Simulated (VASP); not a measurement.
Input of a VASP 6.6.1 run:

File INCAR:

```
SYSTEM = Zn3Ag
ALGO = Normal
EDIFF = 1E-7
ENCUT = 520
ISIF = 2
ISMEAR = -1
LASPH = .True.
LCHARG = .True.
LELF = .True.
LREAL = .False.
LVHAR = .True.
LWAVE = .False.
NBANDS = 32
NELM = 60
PREC = Accurate
SIGMA = 0.1
```

KPOINTS

```
k-points
0
Gamma
  9 9 3
  0 0 0
```

POSCAR

```
Zn3Ag
1.0
    2.8844749543      0.0000000000      0.0000000000
   -1.4422324113      2.4980255629      0.0000000000
    0.0000000000      0.0000000000      8.6710335732
Zn Ag
3 1
Direct
    0.6666666667      0.3333333333      0.5000000000
    0.3333333333      0.6666666667      0.2568000000
    0.3333333333      0.6666666667      0.7432000000
    0.6666666667      0.3333333333      0.0000000000
```

Potentials or basis: VASP PAW LDA potentials, release 64 (Zn, Ag).

Run with:

```console
$ cat potpaw_LDA.64/Zn/POTCAR potpaw_LDA.64/Ag/POTCAR > POTCAR
$ mpirun -np 1 vasp_std > vasp.out
```

Question: Estimate the largest force.

Answer: 0.056 eV/Å.

Question: Estimate the pressure.

Answer: -8.6 GPa.

Stress tensor (GPa, compression positive):
```
-8.45  0.00  0.00
 0.00 -8.45  0.00
 0.00  0.00 -8.95
```
